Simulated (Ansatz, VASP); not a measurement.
## One calculation of BaTiO3, two programs

```
Ba Ti O
1.0
     2.83679    1.63782    2.30301
    -2.83679    1.63782    2.30301
     0.00000   -3.27564    2.30301
Ba Ti O
1 1 3
Direct
  0.00000 0.00000 0.00000
  0.48450 0.48450 0.48450
  0.50860 0.50860 0.01750
  0.01750 0.50860 0.50860
  0.50860 0.01750 0.50860
```

Alike in both runs: task single point; functional PBEsol; k mesh 6 × 6 × 6; occupations fermi-dirac, width 0.05 eV; no spin polarisation.

|  | VASP | Ansatz |
| --- | --- | --- |
| version | VASP 6.6.1 | Ansatz 0.2.0 |
| potentials or method | VASP PAW PBE potentials, release 64 (Ba_sv, Ti_sv, O), cutoff 520 eV | plane waves, PAW |
| valence electrons in the cell | 40 | 40 |

```tsv
	VASP	Ansatz	Ansatz less VASP
pressure (GPa)	0.5	-1.3	-1.85
traceless stress, the component that is largest in VASP (GPa)	1.43	1.43	-0.003
```

VASP's potentials were made for PBE, not for PBEsol. The functional is the same, so the differences come from potentials, cutoffs and numerics. Ansatz's warnings: stress scf threshold loose, structure snapped to symmetry.

Neither program's run includes spin-orbit coupling.
